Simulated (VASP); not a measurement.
# Ga3IrRu (P6/mmm) in VASP: a series of runs, part 2 of 2

VASP 6.6.1. Earlier steps stand in the parts before.

**3. Single point, PBE**

This run uses another cell than the first one, of 22.02 Å³/atom.

INCAR reads:

```
SYSTEM = Ga3IrRu
PREC = Accurate
ENCUT = 520
EDIFF = 1E-7
ISMEAR = 0
SIGMA = 0.1
LREAL = .False.
LASPH = .True.
NELM = 100
ALGO = Normal
ISIF = 2
LWAVE = .False.
LCHARG = .True.
GGA = PE
LELF = .True.
LVHAR = .True.
NBANDS = 39
```

KPOINTS reads:

```
regular mesh
0
Gamma
  6 6 4
  0 0 0
```

POSCAR reads:

```
Ga3IrRu
1.0
    5.1518663310      0.0000000000      0.0000000000
   -2.5759331655      4.4616471195      0.0000000000
    0.0000000000      0.0000000000      4.7895851396
Ga Ru Ir
3 1 1
Direct
    0.5000000000      0.0000000000      0.0000000000
    0.0000000000      0.5000000000      0.0000000000
    0.5000000000      0.5000000000      0.0000000000
    0.0000000000      0.0000000000      0.5000000000
    0.0000000000      0.0000000000      0.0000000000
```

Potentials or basis: VASP PAW PBE potentials, release 64 (Ga_d, Ru_pv, Ir).

Command:

```console
$ cat potpaw_PBE.64/Ga_d/POTCAR potpaw_PBE.64/Ru_pv/POTCAR potpaw_PBE.64/Ir/POTCAR > POTCAR
$ mpirun -np 1 vasp_std > vasp.out
```

OUTCAR:

```text
SYSTEM = Ga3IrRu
   PREC = Accurate
   ENCUT = 520
   EDIFF = 1E-7
   ISMEAR = 0
   LREAL = .False.
   LASPH = .True.
   NELM = 100
   ISIF = 2
   GGA = PE

 ion  position               nearest neighbor table
   1  0.500  0.000  0.000-   2 2.58   3 2.58   3 2.58   2 2.58   5 2.58   5 2.58
   2  0.000  0.500  0.000-   1 2.58   5 2.58   5 2.58   1 2.58   3 2.58   3 2.58
   3  0.500  0.500  0.000-   1 2.58   5 2.58   1 2.58   5 2.58   2 2.58   2 2.58
   4  0.000  0.000  0.500-   5 2.39   5 2.39
   5  0.000  0.000  0.000-   4 2.39   4 2.39   2 2.58   3 2.58   2 2.58   3 2.58   1 2.58   1 2.58

  LATTYP: Found a hexagonal cell.
 ALAT       =     5.1518663310
 C/A-ratio  =     0.9296796213

  Lattice vectors:

 A1 = (   5.1518663310,   0.0000000000,   0.0000000000)
 A2 = (  -2.5759331655,   4.4616471195,   0.0000000000)
 A3 = (   0.0000000000,   0.0000000000,   4.7895851396)

Analysis of symmetry for initial positions (statically):
=====================================================================
 Subroutine PRICEL returns:
 Original cell was already a primitive cell.

 Routine SETGRP: Setting up the symmetry group for a
 hexagonal supercell.

 Subroutine GETGRP returns: Found 24 space group operations
 (whereof 24 operations were pure point group operations)
 out of a pool of 24 trial point group operations.

The static configuration has the point symmetry D_6h.

Analysis of symmetry for dynamics (positions and initial velocities):
=====================================================================
 Subroutine PRICEL returns:
 Original cell was already a primitive cell.

 Routine SETGRP: Setting up the symmetry group for a
 hexagonal supercell.

 Subroutine GETGRP returns: Found 24 space group operations
 (whereof 24 operations were pure point group operations)
 out of a pool of 24 trial point group operations.
[... 120 lines left out ...]
   IALGO  =     38    algorithm
   IMIX   =      4    mixing-type and parameters
     AMIX     =   0.40;   BMIX     =  1.00
     AMIX_MAG =   1.60;   BMIX_MAG =  1.00
  volume/ion in A,a.u.               =      22.02       148.59
  Fermi-wavevector in a.u.,A,eV,Ry     =   1.351926  2.554769 24.867411  1.827703
  Thomas-Fermi vector in A             =   2.479307
   LORBIT       =      0    0 simple, 1 ext, 2 COOP (PROOUT), +10 PAW based schemes
   GGA     = PE    functional components
   LHFCALC =     F    Hartree Fock is set to
   AEXX    =    0.0000 exact exchange contribution
   IVDW    =     0    specifies the selected vdW correction
   LEPSILON=     F    determine dielectric tensor
   LRPA    =     F    only Hartree local field effects (RPA)
 non-spin polarized calculation
 Gauss-broadening in eV      SIGMA  =   0.10
  energy-cutoff  :      520.00
  volume of cell :      110.09
 maximum number of plane-waves:      2994
 NGX is ok and might be reduce to    40
   NGX = 19   NGY = 19   NGZ = 17

 number of electron      62.0000007 magnetization

 Free energy of the ion-electron system (eV)
  ---------------------------------------------------
  ext. energy  EPLUGINS =         0.00000000
  ---------------------------------------------------
  free energy    TOTEN  =       -22.96367203 eV

  energy without entropy =      -22.93484898  energy(sigma->0) =      -22.94926050

 E-fermi :   4.6531     XC(G=0): -10.2540

 val. band max:        4.6430700212   @ k =   0.1667   0.1667   0.5000
 cond. band min:       4.7048956422   @ k =   0.3333   0.0000   0.0000
 fundamental gap:      0.0618256210
 Fermi energy:         4.6530544490

 k-point     1 :       0.0000    0.0000    0.0000
  band No.  band energies     occupation
      1     -38.0021      2.00000
      2     -36.8878      2.00000
      3     -36.8878      2.00000
      4     -11.1278      2.00000
      5     -10.9798      2.00000
      6     -10.9798      2.00000
[... 871 lines left out ...]
     38      10.5493      0.00000
     39      12.2323      0.00000

------------------------ aborting loop because EDIFF is reached ----------------------------------------

  FORCE on cell =-STRESS in cart. coord.  units (eV):
  Direction    XX          YY          ZZ          XY          YZ          ZX
  --------------------------------------------------------------------------------------
  -------------------------------------------------------------------------------------
  Total        0.0704719      0.0704719      0.2256193      0.0000000     -0.0000000      0.0000000
  in kB        1.0255789      1.0255789      3.2834399      0.0000000     -0.0000000      0.0000000
  external PRESSURE =       1.7781992 kB  Pullay stress =       0.0000000 kB

 VOLUME and BASIS-vectors are now :
 -----------------------------------------------------------------------------
  energy-cutoff  :      520.00
  volume of cell :      110.09
      direct lattice vectors                 reciprocal lattice vectors
     5.151866331  0.000000000  0.000000000     0.194104415  0.112066236  0.000000000
    -2.575933165  4.461647120  0.000000000     0.000000000  0.224132472  0.000000000
     0.000000000  0.000000000  4.789585140     0.000000000  0.000000000  0.208786350

 POSITION                                       TOTAL-FORCE (eV/Angst)
 -----------------------------------------------------------------------------------
      2.57593      0.00000      0.00000         0.000000      0.000000      0.000000
     -1.28797      2.23082      0.00000         0.000000      0.000000      0.000000
      1.28797      2.23082      0.00000         0.000000      0.000000      0.000000
      0.00000      0.00000      2.39479         0.000000      0.000000      0.000000
      0.00000      0.00000      0.00000        -0.000000      0.000000      0.000000
 -----------------------------------------------------------------------------------
    total drift:                               -0.000000      0.000000     -0.000000

  FREE ENERGIE OF THE ION-ELECTRON SYSTEM (eV)
  ---------------------------------------------------
  free  energy   TOTEN  =       -22.9636720260 eV

  energy  without entropy=      -22.9348489765  energy(sigma->0) =      -22.94926050
```

OSZICAR:

```text
N       E                     dE             d eps       ncg     rms          rms(c)
DAV:   1     0.687263804069E+03    0.68726E+03   -0.29852E+04  1736   0.257E+03
DAV:   2     0.624173612393E+02   -0.62485E+03   -0.60082E+03  1696   0.692E+02
DAV:   3    -0.197544795385E+02   -0.82172E+02   -0.77529E+02  1877   0.193E+02
DAV:   4    -0.237022730865E+02   -0.39478E+01   -0.38714E+01  1979   0.462E+01
DAV:   5    -0.238097331934E+02   -0.10746E+00   -0.10739E+00  2080   0.718E+00    0.138E+01
DAV:   6    -0.232278616441E+02    0.58187E+00   -0.19381E+00  2037   0.112E+01    0.587E+00
DAV:   7    -0.230606936721E+02    0.16717E+00   -0.74186E-01  2087   0.742E+00    0.385E+00
DAV:   8    -0.230019680389E+02    0.58726E-01   -0.38304E-01  2166   0.434E+00    0.189E+00
DAV:   9    -0.229649085564E+02    0.37059E-01   -0.12571E-01  1844   0.189E+00    0.499E-01
DAV:  10    -0.229635554894E+02    0.13531E-02   -0.67241E-03  1948   0.625E-01    0.178E-01
DAV:  11    -0.229636256695E+02   -0.70180E-04   -0.50863E-04  1960   0.169E-01    0.954E-02
DAV:  12    -0.229636680472E+02   -0.42378E-04   -0.12781E-04  1963   0.953E-02    0.927E-03
DAV:  13    -0.229636712299E+02   -0.31827E-05   -0.19399E-05  1886   0.409E-02    0.557E-03
DAV:  14    -0.229636718482E+02   -0.61833E-06   -0.28197E-06  2170   0.918E-03    0.132E-03
DAV:  15    -0.229636720075E+02   -0.15925E-06   -0.23113E-07  1413   0.319E-03    0.615E-04
DAV:  16    -0.229636720260E+02   -0.18475E-07   -0.36656E-08  1029   0.138E-03
   1 F= -.22963672E+02 E0= -.22949261E+02  d E =-.288230E-01
```

It took 3.4 min on 1 thread of Intel Xeon 8259CL, shared host; peak memory 0.28 GiB.

What came out:

* Free energy: -22.9637 eV
* Pressure: 0.2 GPa
* Band gap on the k mesh: zero (bands 31 and 32 overlap by 1.69 eV)

Levels at points of the mesh, in eV from the Fermi level:
```
           k point  band 27  band 28  band 29  band 30  band 31  band 32  band 33  band 34  band 35  band 36
(0.00, 0.00, 0.00)    -2.09    -1.55    -0.56    -0.26    -0.26     0.83     1.01     1.01     1.19     1.19
(0.50, 0.00, 0.00)    -1.02    -0.26    -0.07     0.29     0.79     1.00     1.01     1.65     3.10     3.70
(0.00, 0.00, 0.50)    -2.94    -2.94    -1.77    -0.66    -0.66     0.27     0.27     1.19     1.19     1.22
(0.50, 0.00, 0.50)    -2.20    -1.53    -1.18    -0.89    -0.75    -0.25    -0.23    -0.01     3.13     3.51
```

Caveat: spin-orbit coupling is left out, which moves the levels of the heavy elements.
